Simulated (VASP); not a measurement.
# Zr15SiO32 (a cell with a defect) in VASP: single point with PBE

Aim: the single point of Zr15SiO32 (a cell with a defect) with PBE.

All numbers are computed with VASP 6.6.1; they aren't measurements. Logs are shortened: lines on timing, memory, paths and dates and some standing lists are left out, and cuts for length are marked.

**1. The cell of the first run**

The cell holds a defect, 48 atoms: a = 8.861 Å, b = 8.861 Å, c = 8.861 Å, α = 109.47°, β = 109.47°, γ = 109.47°.

**2. Single point, PBE**

Input file INCAR:

```
SYSTEM = Zr15SiO32
PREC = Accurate ; ENCUT = 520
EDIFF = 1E-6 ; ISMEAR = 0
SIGMA = 0.01 ; LREAL = Auto
LASPH = .TRUE. ; NELM = 120
ALGO = Normal ; ISIF = 2
LWAVE = .FALSE. ; LCHARG = .FALSE.
GGA = PE ; NBANDS = 218
GGA_COMPAT = .FALSE.
```

Input file KPOINTS:

```
Automatic mesh
0
Gamma
  2 2 2
  0.5 0.5 0.5
```

Input file POSCAR:

```
Zr15SiO32
1.0
   -5.1158283606     -5.1158283606      5.1158283606
    5.1158283606      5.1158283606      5.1158283606
   -5.1158283606      5.1158283606     -5.1158283606
Si Zr O
1 15 32
Direct
    0.2500000000      0.5000000000      0.2500000000
    0.4972329817      0.5000000000      0.0027670183
    0.2500000000      0.7472329817      0.0027670183
    0.7500000000      0.5000000000      0.7500000000
    0.4972329817      0.7472329817      0.7444659633
    0.2500000000      0.0000000000      0.7500000000
    0.0027670183      0.5000000000      0.4972329817
    0.7444659633      0.7472329817      0.4972329817
    0.4972329817     -0.0055340367      0.4972329817
    0.2500000000      0.2527670183      0.4972329817
    0.0027670183      0.7472329817      0.2500000000
    0.7500000000      0.0000000000      0.2500000000
    0.4972329817      0.2527670183      0.2500000000
    0.0027670183      0.0055340367      0.0027670183
    0.7555340367      0.2527670183      0.0027670183
    0.0027670183      0.2527670183      0.7555340367
    0.0139849187      0.2639849187      0.0139849187
    0.2500000000      0.2520216249      0.7512868666
    0.0020216249      0.5000000000      0.7512868666
    0.4979783751      0.2492652418      0.4979783751
    0.2500000000      0.5000000000      0.4860150813
   -0.0007347582      0.7479783751      0.4979783751
    0.7512868666      0.2520216249      0.2500000000
    0.4860150813      0.5000000000      0.2500000000
    0.2500000000      0.7360150813      0.2500000000
    0.0020216249      0.0012868666      0.2500000000
    0.7512868666      0.5000000000      0.0020216249
    0.4979783751      0.7479783751     -0.0007347582
    0.2500000000      0.0012868666      0.0020216249
    0.7487131334      0.7507347582      0.7487131334
    0.5007347582     -0.0012868666      0.7487131334
    0.7487131334     -0.0012868666      0.5007347582
    0.0020216249      0.7507347582      0.0020216249
    0.2500000000      0.7479783751      0.7487131334
   -0.0007347582      0.0012868666      0.7512868666
    0.4860150813      0.7360150813      0.4860150813
    0.2500000000     -0.0012868666      0.4979783751
    0.0020216249      0.2520216249      0.5007347582
    0.7487131334      0.7479783751      0.2500000000
    0.4979783751     -0.0012868666      0.2500000000
    0.2500000000      0.2639849187      0.2500000000
    0.0139849187      0.5000000000      0.2500000000
    0.7512868666      0.0012868666     -0.0007347582
    0.5007347582      0.2520216249      0.0020216249
    0.2500000000      0.5000000000      0.0139849187
    0.7512868666      0.2492652418      0.7512868666
    0.4979783751      0.5000000000      0.7487131334
    0.7487131334      0.5000000000      0.4979783751
```

Potentials or basis: VASP PAW PBE potentials, release 64 (Si, Zr_sv, O).

On the command line:

```sh
$ cat potpaw_PBE.64/Si/POTCAR potpaw_PBE.64/Zr_sv/POTCAR potpaw_PBE.64/O/POTCAR > POTCAR
$ mpirun -np 1 vasp_std > vasp.out
```

OUTCAR:

```text
SYSTEM = Zr15SiO32
   PREC = Accurate
   ENCUT = 520
   EDIFF = 1E-6
   ISMEAR = 0
   LREAL = Auto
   LASPH = .TRUE.
   NELM = 120
   ISIF = 2
   GGA = PE

 ion  position               nearest neighbor table
   1  0.250  0.500  0.250-  17 2.09  21 2.09  24 2.09  25 2.09  36 2.09  41 2.09  42 2.09  45 2.09

   2  0.497  0.500  0.003-  28 2.21  44 2.21  39 2.21  18 2.21  24 2.23  45 2.23  27 2.25  47 2.25
                             8 3.58  16 3.58  13 3.58   3 3.58  12 3.62   6 3.62   4 3.66  10 3.66
   3  0.250  0.747  0.003-  28 2.21  33 2.21  19 2.21  40 2.21  25 2.23  45 2.23  29 2.25  34 2.25
                             9 3.58  16 3.58  11 3.58   2 3.58  12 3.62   4 3.62   6 3.66   7 3.66
   4  0.750  0.500  0.750-  30 2.23  46 2.23  33 2.23  20 2.23  27 2.23  19 2.23  47 2.23  48 2.23
                             3 3.62  11 3.62  13 3.62  10 3.62  15 3.62  16 3.62   8 3.62   5 3.62
   5  0.497  0.747  0.744-  30 2.21  31 2.21  34 2.21  47 2.21  36 2.23  21 2.23  43 2.25  28 2.25
                             8 3.58   9 3.58   7 3.58  10 3.58   4 3.62   6 3.62  12 3.66  15 3.66
   6  0.250  0.000  0.750-  31 2.23  35 2.23  22 2.23  44 2.23  34 2.23  29 2.23  37 2.23  18 2.23
                             2 3.62  13 3.62  11 3.62   7 3.62  14 3.62  16 3.62   9 3.62   5 3.62
   7  0.003  0.500  0.497-  22 2.21  38 2.21  34 2.21  23 2.21  21 2.23  42 2.23  19 2.25  48 2.25
                             5 3.58  15 3.58  11 3.58  10 3.58   6 3.62  12 3.62   4 3.66   3 3.66
   8  0.744  0.747  0.497-  30 2.21  32 2.21  39 2.21  48 2.21  36 2.23  24 2.23  35 2.25  22 2.25
                             5 3.58   9 3.58   2 3.58  13 3.58  12 3.62   4 3.62   6 3.66  16 3.66
   9  0.497  0.994  0.497-  31 2.21  32 2.21  37 2.21  40 2.21  36 2.23  25 2.23  46 2.25  20 2.25
[... 45 lines left out ...]
  47  0.498  0.500  0.749-  10 2.21   5 2.21   4 2.23   2 2.25
  48  0.749  0.500  0.498-  13 2.21   8 2.21   4 2.23   7 2.25

  LATTYP: Found a body centered cubic cell.
 ALAT       =    10.2316567212

  Lattice vectors:

 A1 = (  -5.1158283606,  -5.1158283606,   5.1158283606)
 A2 = (   5.1158283606,   5.1158283606,   5.1158283606)
 A3 = (  -5.1158283606,   5.1158283606,  -5.1158283606)

Analysis of symmetry for initial positions (statically):
=====================================================================
 Subroutine PRICEL returns:
 Original cell was already a primitive cell.

 Routine SETGRP: Setting up the symmetry group for a
 body centered cubic supercell.

 Subroutine GETGRP returns: Found 48 space group operations
 (whereof  4 operations were pure point group operations)
 out of a pool of 48 trial point group operations.

The static configuration has the point symmetry C_2v.
 The point group associated with its full space group is O_h .

Analysis of symmetry for dynamics (positions and initial velocities):
=====================================================================
 Subroutine PRICEL returns:
 Original cell was already a primitive cell.

 Routine SETGRP: Setting up the symmetry group for a
 body centered cubic supercell.

 Subroutine GETGRP returns: Found 48 space group operations
 (whereof  4 operations were pure point group operations)
 out of a pool of 48 trial point group operations.

The dynamic configuration has the point symmetry C_2v.
 The point group associated with its full space group is O_h .

 Subroutine INISYM returns: Found 48 space group operations
 (whereof  4 operations are pure point group operations),
 and found     1 'primitive' translations

----------------------------------------------------------------------------------------

                                     Primitive cell

  volume of cell :     535.5597

  direct lattice vectors                    reciprocal lattice vectors
    -5.115828361 -5.115828361  5.115828361    -0.097735883  0.000000000  0.097735883
     5.115828361  5.115828361  5.115828361     0.000000000  0.097735883  0.097735883
    -5.115828361  5.115828361 -5.115828361    -0.097735883  0.097735883  0.000000000

  length of vectors
     8.860874643  8.860874643  8.860874643     0.138219411  0.138219411  0.138219411

  position of ions in fractional coordinates (direct lattice)
     0.250000000  0.500000000  0.250000000
     0.497232982  0.500000000  0.002767018
     0.250000000  0.747232982  0.002767018
     0.750000000  0.500000000  0.750000000
     0.497232982  0.747232982  0.744465963
     0.250000000  0.000000000  0.750000000
[... 40 lines left out ...]
     0.497978375  0.500000000  0.748713133
     0.748713133  0.500000000  0.497978375

  ion indices of the primitive-cell ions
   primitive index   ion index
                 1           1
                 2           2
                 3           3
                 4           4
                 5           5
                 6           6
[... 40 lines left out ...]
                47          47
                48          48

----------------------------------------------------------------------------------------

 KPOINTS: Automatic mesh

Automatic generation of k-mesh.
 Grid dimensions read from file:
 generate k-points for:    2    2    2

 Generating k-lattice:

  Cartesian coordinates                     Fractional coordinates (reciprocal lattice)
    -0.048867941  0.000000000  0.048867941     0.500000000  0.000000000  0.000000000
     0.000000000  0.048867941  0.048867941     0.000000000  0.500000000  0.000000000
    -0.048867941  0.048867941  0.000000000     0.000000000  0.000000000  0.500000000

  Length of vectors
     0.069109705  0.069109705  0.069109705

  Shift w.r.t. Gamma in fractional coordinates (k-lattice)
     0.500000000  0.500000000  0.500000000

 Subroutine IBZKPT returns following result:
 ===========================================

 Found      2 irreducible k-points:

 Following reciprocal coordinates:
            Coordinates               Weight
  0.250000  0.250000  0.250000      2.000000
 -0.250000  0.250000  0.250000      6.000000
   k-points           NKPTS =      2   k-points in BZ     NKDIM =      2   number of bands    NBANDS=    218
   number of dos      NEDOS =    301   number of ions     NIONS =     48
   total plane-waves  NPLWV = 343000
   dimension x,y,z NGX =    70 NGY =   70 NGZ =   70
   dimension x,y,z NGXF=   140 NGYF=  140 NGZF=  140
   ions per type =               1  15  32
   NGX,Y,Z   is equivalent  to a cutoff of  13.13, 13.13, 13.13 a.u.
   NGXF,Y,Z  is equivalent  to a cutoff of  26.27, 26.27, 26.27 a.u.
 SYSTEM =  Zr15SiO32
   PREC   = accura    normal or accurate (medium, high low for compatibility)
   ISTART =      0    job   : 0-new  1-cont  2-samecut
   ICHARG =      2    charge: 1-file 2-atom 10-const
   ISPIN  =      1    spin polarized calculation?
   LNONCOLLINEAR =      F non collinear calculations
   LSORBIT =      F    spin-orbit coupling
   LASPH  =      T    aspherical Exc in radial PAW
   ENCUT  =  520.0 eV  38.22 Ry    6.18 a.u.  16.48 16.48 16.48*2*pi/ulx,y,z
   NELM   =    120;   NELMIN=  2; NELMDL= -5     # of ELM steps
   EDIFF  = 0.1E-05   stopping-criterion for ELM
   LREAL  =      T    real-space projection
   EDIFFG = 0.1E-04   stopping-criterion for IOM
   NSW    =      0    number of steps for IOM
   IBRION =     -1    ionic relax: 0-MD 1-quasi-New 2-CG
   NFREE  =      0    steps in history (QN), initial steepest desc. (CG)
   ISIF   =      2    stress and relaxation
   ISYM   =      2    0-nonsym 1-usesym 2-fastsym
   POTIM  = 0.5000    time-step for ionic-motion
   TEBEG  =    0.0;   TEEND  =   0.0 temperature during run
   PSTRESS=    0.0 pullay stress
   NELECT =     376.0000    total number of electrons
   NUPDOWN=      -1.0000    fix difference up-down
   EMIN   =  10.00;   EMAX   =-10.00  energy-range for DOS
   EFERMI =   0.00;   METHOD = LEGACY
   ISMEAR =     0;   SIGMA  =   0.01  broadening in eV -4-tet -1-fermi 0-gaus
   EFERMI_NEDOS =   21; number of points for ismear=-14 and -15
   IALGO  =     38    algorithm
   IMIX   =      4    mixing-type and parameters
     AMIX     =   0.40;   BMIX     =  1.00
     AMIX_MAG =   1.60;   BMIX_MAG =  1.00
  volume/ion in A,a.u.               =      11.16        75.29
  Fermi-wavevector in a.u.,A,eV,Ry     =   1.455017  2.749584 28.804558  2.117075
  Thomas-Fermi vector in A             =   2.572101
   LORBIT       =      0    0 simple, 1 ext, 2 COOP (PROOUT), +10 PAW based schemes
   GGA     = PE    functional components
   LHFCALC =     F    Hartree Fock is set to
   AEXX    =    0.0000 exact exchange contribution
   IVDW    =     0    specifies the selected vdW correction
   LEPSILON=     F    determine dielectric tensor
   LRPA    =     F    only Hartree local field effects (RPA)
 non-spin polarized calculation
 Gauss-broadening in eV      SIGMA  =   0.01
  energy-cutoff  :      520.00
  volume of cell :      535.56
 maximum number of plane-waves:     14415
 NGX is ok and might be reduce to    70
   NGX = 33   NGY = 33   NGZ = 33

 number of electron     375.9999974 magnetization

 Free energy of the ion-electron system (eV)
  ---------------------------------------------------
  ext. energy  EPLUGINS =         0.00000000
  ---------------------------------------------------
  free energy    TOTEN  =      -447.24843659 eV

  energy without entropy =     -447.24843659  energy(sigma->0) =     -447.24843659

 E-fermi :   7.0492     XC(G=0): -11.6366

 val. band max:        6.8696392113   @ k =  -0.2500   0.2500   0.2500
 cond. band min:       9.4809693916   @ k =  -0.2500   0.2500   0.2500
 fundamental gap:      2.6113301804
 Fermi energy:         7.0492264049

 k-point     1 :       0.2500    0.2500    0.2500
  band No.  band energies     occupation
      1     -41.3952      2.00000
      2     -41.3952      2.00000
      3     -41.3952      2.00000
      4     -41.2645      2.00000
      5     -41.2611      2.00000
      6     -41.2611      2.00000
[... 192 lines left out ...]
    199      10.8878      0.00000
    200      10.8878      0.00000

 k-point     2 :      -0.2500    0.2500    0.2500
  band No.  band energies     occupation
      1     -41.3964      2.00000
      2     -41.3948      2.00000
      3     -41.3944      2.00000
      4     -41.2695      2.00000
      5     -41.2586      2.00000
      6     -41.2586      2.00000
[... 192 lines left out ...]
    199      10.7831      0.00000
    200      10.8038      0.00000
 [bands above 200 left out]

------------------------ aborting loop because EDIFF is reached ----------------------------------------

  FORCE on cell =-STRESS in cart. coord.  units (eV):
  Direction    XX          YY          ZZ          XY          YZ          ZX
  --------------------------------------------------------------------------------------
  -------------------------------------------------------------------------------------
  Total      -11.2732180    -11.2732180    -11.2732180      0.0000000      0.0000000      0.0000000
  in kB      -33.7248946    -33.7248946    -33.7248946      0.0000000      0.0000000      0.0000000
  external PRESSURE =     -33.7248946 kB  Pullay stress =       0.0000000 kB

 VOLUME and BASIS-vectors are now :
 -----------------------------------------------------------------------------
  energy-cutoff  :      520.00
  volume of cell :      535.56
      direct lattice vectors                 reciprocal lattice vectors
    -5.115828361 -5.115828361  5.115828361    -0.097735883  0.000000000  0.097735883
     5.115828361  5.115828361  5.115828361     0.000000000  0.097735883  0.097735883
    -5.115828361  5.115828361 -5.115828361    -0.097735883  0.097735883  0.000000000

 POSITION                                       TOTAL-FORCE (eV/Angst)
 -----------------------------------------------------------------------------------
      0.00000      2.55791      2.55791        -0.000000      0.000000      0.000000
     -0.00000      0.02831      5.08752        -0.000000     -0.000029      0.000029
      2.52960      2.55791      5.08752         0.000029      0.000000      0.000029
     -5.11583      2.55791      2.55791        -0.000000      0.000000      0.000000
     -2.52960      5.08752      2.55791        -0.000029      0.000029      0.000000
     -5.11583      2.55791     -2.55791        -0.000000      0.000000      0.000000
[... 40 lines left out ...]
     -3.81995      3.84063      1.27520         0.004024     -0.000205      0.000205
     -3.81995      1.27520      3.84063         0.004024      0.000205     -0.000205
 -----------------------------------------------------------------------------------
    total drift:                               -0.000000     -0.000000     -0.000000

  FREE ENERGIE OF THE ION-ELECTRON SYSTEM (eV)
  ---------------------------------------------------
  free  energy   TOTEN  =      -447.2484365932 eV

  energy  without entropy=     -447.2484365932  energy(sigma->0) =     -447.24843659
```

It took 12 min on 1 thread of Intel Xeon Platinum 8488C (Sapphire Rapids), shared host; peak memory 0.76 GiB.

What came out:

```
Free energy            : -447.2484 eV
Pressure               : -3.4 GPa
Largest force          : 0.013 eV/Å
Band gap on the k mesh : 2.61 eV
```

Forces on the atoms (eV/Å):
```
Si   0.000  0.000  0.000
Zr   0.000  0.000  0.000
Zr   0.000  0.000  0.000
Zr   0.000  0.000  0.000
Zr   0.000  0.000  0.000
Zr   0.000  0.000  0.000
Zr   0.000  0.000  0.000
Zr   0.000  0.000  0.000
Zr   0.000  0.000  0.000
Zr   0.000  0.000  0.000
Zr   0.000  0.000  0.000
Zr   0.000  0.000  0.000
Zr   0.000  0.000  0.000
Zr   0.000  0.000  0.000
Zr   0.000  0.000  0.000
Zr   0.000  0.000  0.000
O    0.008 -0.008 -0.008
O    0.000  0.004  0.000
O   -0.004  0.000  0.000
O    0.004  0.000  0.000
O   -0.008  0.008 -0.008
O    0.000 -0.004  0.000
O    0.000  0.000  0.004
O   -0.008 -0.008  0.008
O    0.008  0.008  0.008
O    0.000  0.000  0.004
O   -0.004  0.000  0.000
O    0.000  0.000 -0.004
O    0.000  0.004  0.000
O    0.004  0.000  0.000
O    0.000 -0.004  0.000
O    0.000  0.000 -0.004
O   -0.004  0.000  0.000
O    0.000 -0.004  0.000
O    0.000  0.004  0.000
O   -0.008  0.008  0.008
O    0.000 -0.004  0.000
O    0.000  0.000  0.004
O    0.000  0.000 -0.004
O    0.000  0.000 -0.004
O   -0.008 -0.008 -0.008
O    0.008  0.008 -0.008
O    0.000  0.000  0.004
O    0.000  0.004  0.000
O    0.008 -0.008  0.008
O   -0.004  0.000  0.000
O    0.004  0.000  0.000
O    0.004  0.000  0.000
```
